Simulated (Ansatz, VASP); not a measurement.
**Two plane-wave programs on TaO**

```
CELL_PARAMETERS angstrom
5.65531 0.00000 0.00000
0.00000 4.05938 0.00000
0.00000 0.00000 4.05916
ATOMIC_POSITIONS crystal
Ta 0.29233 0.00009 0.25000
Ta 0.70767 0.99991 0.75000
Ta 0.29233 0.49991 0.75000
Ta 0.70767 0.50009 0.25000
O 0.86105 0.99998 0.25000
O 0.13895 0.00002 0.75000
O 0.86105 0.50002 0.75000
O 0.13895 0.49998 0.25000
```

Alike in both runs: functional PBE; k mesh 4 × 4 × 4; occupations gaussian, width 0.1 eV; no spin polarisation.

Ansatz relaxed the structure, and its values are those at the end. VASP's run is a single point on that final structure, the one shown.

|  | VASP | Ansatz |
| --- | --- | --- |
| version | VASP 6.6.1 | Ansatz 0.2.0 |
| potentials or method | VASP PAW PBE potentials, release 64 (Ta_pv, O), cutoff 520 eV | scalar-relativistic, plane waves, PAW |
| valence electrons in the cell | 68 | 76 |

```csv
,VASP,Ansatz,Ansatz less VASP
gap on the k mesh at the Fermi level (eV),none,none,-
pressure (GPa),0.5,0.1,-0.47
rms of the force components (eV/Å),0.021,0.005,-0.0157
```

A gap of «none» marks a metal or a gap that the smearing closes. The functional is the same, so the differences come from potentials, cutoffs and numerics. VASP's potentials hold 68 valence electrons a cell and Ansatz's 76, so a difference there can come from the potentials and not from the codes.

The k mesh is coarse, so the values compare programs but aren't converged. Spin-orbit coupling is off throughout.
